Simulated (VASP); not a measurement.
Ag, 1 atom in the cell. It takes space group Fm-3m (No. 225, cubic). The conventional cell has a = 4.104 Å, b = 4.104 Å, c = 4.104 Å, α = 90.00°, β = 90.00°, γ = 90.00°. Ag (site symmetry m-3m) has 12 Ag at 2.90 Å within 3.8 Å. 

- Program: VASP 6.6.1
- Task: single point
- Functional: PBE
- Potentials or basis: VASP PAW PBE potentials, release 64 (Ag)
- Cutoff: 520 eV
- k mesh: 8 × 8 × 8
- Occupations: gaussian, width 0.1 eV
- Spin: no spin polarisation
- Dipole correction: no
- Further INCAR settings: ALGO = Normal; EDIFF = 1e-07; NBANDS = 12

Potentials or basis: VASP PAW PBE potentials, release 64 (Ag).

The run is started by

```sh
$ cat potpaw_PBE.64/Ag/POTCAR > POTCAR
$ mpirun -np 1 vasp_std > vasp.out
```

Hardware: 1 thread of Intel(R) Xeon(R) 6975P-C (Granite Rapids), on a shared host.

**Question.** How long does it take, and how much memory?

**Answer.** It took 3.6 s on 1 thread of Intel(R) Xeon(R) 6975P-C (Granite Rapids) (shared host), peak memory 0.14 GiB. Counts: scf iterations 12, k points 29.
